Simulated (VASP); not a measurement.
A run of VASP 6.6.1 is set up as follows.

Contents of INCAR:

```
SYSTEM = Au
ALGO     = Fast           ! electronic algorithm
EDIFF    = 1E-7           ! SCF threshold, eV
EDIFFG   = -0.01          ! ionic threshold
ENCUT    = 600            ! plane-wave cutoff, eV
GGA      = PE             ! functional
IBRION   = 2              ! ionic algorithm
ISIF     = 3              ! what is computed and relaxed
ISMEAR   = 0              ! smearing method
LASPH    = .True.         ! aspherical terms in the spheres
LCHARG   = .False.        ! write CHGCAR
LREAL    = .False.        ! projectors in reciprocal space
LWAVE    = .False.        ! write WAVECAR
NELM     = 80             ! most SCF steps
NSW      = 100            ! ionic steps
PREC     = Accurate       ! precision mode
SIGMA    = 0.1            ! smearing width, eV
```

File KPOINTS:

```
k-points
0
Gamma
  12 12 12
  0 0 0
```

File POSCAR:

```
Au
1.0
    0.0000000000      3.1846898151      3.1846898151
    3.1846898151      0.0000000000      3.1846898151
    3.1846898151      3.1846898151      0.0000000000
Au
3
Direct
    0.0000000000      0.0000000000      0.0000000000
    0.7500000000      0.7500000000      0.7500000000
    0.2500000000      0.2500000000      0.2500000000
```

Potentials or basis: VASP PAW PBE potentials, release 64 (Au).

Command:

```sh
$ cat potpaw_PBE.64/Au/POTCAR > POTCAR
$ mpirun -np 1 vasp_std > vasp.out
```

What does it give for the space group after relaxing (to 0.05 Å)?

Fm-3m (No. 225).

Predict the relaxed volume.

21.46 Å³/atom.

The path:
| step | energy change (eV) | largest force (eV/Å) | pressure (GPa) | volume (Å³) |
| --- | --- | --- | --- | --- |
| 1 | 0.0000 | 0.0000 | -0.32 | 64.60 |
| 2 | 0.0000 | 0.0000 | 0.31 | 64.20 |
| 3 | -0.0002 | 0.0000 | 0.00 | 64.39 |
